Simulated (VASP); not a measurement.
# MoSe: single point with PBE

The system is MoSe.

```
Mo Se
1.0
     0.00000    2.57489    2.57489
     2.57489    0.00000    2.57489
     2.57489    2.57489    0.00000
Mo Se
1 1
Cartesian
  0.0000 0.0000 0.0000
  2.5749 2.5749 2.5749
```

```yaml
Program: VASP 6.6.1
Task: single point
Functional: PBE
Potentials_or_basis: VASP PAW PBE potentials, release 64 (Mo_sv, Se)
Cutoff: 520 eV
k_mesh: 14 × 14 × 14
Occupations: gaussian, width 0.1 eV
Spin: collinear spin
Starting_moments: "[3.5, 0.0] μB"
Dipole_correction: no
Further_INCAR_settings: ALGO = Normal; EDIFF = 1e-07; NBANDS = 21
```

| Quantity | Value |
| --- | --- |
| Pressure | 6.6 GPa |
| Band gap on the k mesh | zero (filled and empty bands overlap) |
| Net moment | 0.00 μB per cell |
| Valence electrons inside the program's atomic spheres | Mo 12.44; Se 3.98 |

Levels at points of the mesh, in eV from the Fermi level:
Spin up:
```
           k point  band 8  band 9  band 10  band 11  band 12  band 13
(0.00, 0.00, 0.00)   -2.30   -2.10    -2.10    -2.10    -1.67    -1.67
(0.50, 0.00, 0.00)   -5.78   -0.08    -0.08     0.62     2.55     5.02
(0.50, 0.50, 0.00)   -3.89   -3.80    -0.76     0.57     0.57     1.54
```
Spin down:
| k point | band 7 | band 8 | band 9 | band 10 | band 11 | band 12 | band 13 | band 14 |
| --- | --- | --- | --- | --- | --- | --- | --- | --- |
| (0.00, 0.00, 0.00) | -2.30 | -2.30 | -2.10 | -2.10 | -2.10 | -1.67 | -1.67 | 3.06 |
| (0.50, 0.00, 0.00) | -5.78 | -5.78 | -0.08 | -0.08 | 0.62 | 2.55 | 5.02 | 5.02 |
| (0.50, 0.50, 0.00) | -3.89 | -3.89 | -3.80 | -0.76 | 0.57 | 0.57 | 1.54 | 2.94 |

Run time: 2.1 min on 1 thread of Intel(R) Xeon(R) 6975P-C (Granite Rapids), with other jobs on the host, peak memory 0.25 GiB.

Caveat: the cell stands under pressure.
